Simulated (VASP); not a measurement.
# Pb: single point with LDA

Crystal: Pb.

```xyz
1
Lattice="0.0000 2.4948 2.4948 2.4948 0.0000 2.4948 2.4948 2.4948 0.0000" Properties=species:S:1:pos:R:3 pbc="T T T"
Pb    0.0000    0.0000    0.0000
```

| Quantity | Value |
| --- | --- |
| Program | VASP 6.6.1 |
| Task | single point |
| Functional | LDA |
| Potentials or basis | VASP PAW LDA potentials, release 64 (Pb_d) |
| Cutoff | 520 eV |
| k mesh | 13 × 13 × 13 |
| Occupations | fermi-dirac, width 0.05 eV |
| Spin | non-collinear spin, zero start, spin-orbit coupling |
| Starting moments | [[0.0, 0.0, 0.0]] μB |
| Dipole correction | no |
| Further INCAR settings | ALGO = Normal; EDIFF = 1e-06; NBANDS = 25 |

```json
{"Pressure": "-2.7 GPa", "Net moment": "0.00 μB per cell", "Valence electrons inside the program's atomic spheres": "Pb 11.96"}
```

Moments on the atoms (μB; x, y, z):
```
Pb  0.00 0.00 0.00
```

It took 92 s on 1 thread of Intel(R) Xeon(R) Platinum 8375C CPU @ 2.90GHz (Ice Lake), on a shared host, peak memory 0.26 GiB.
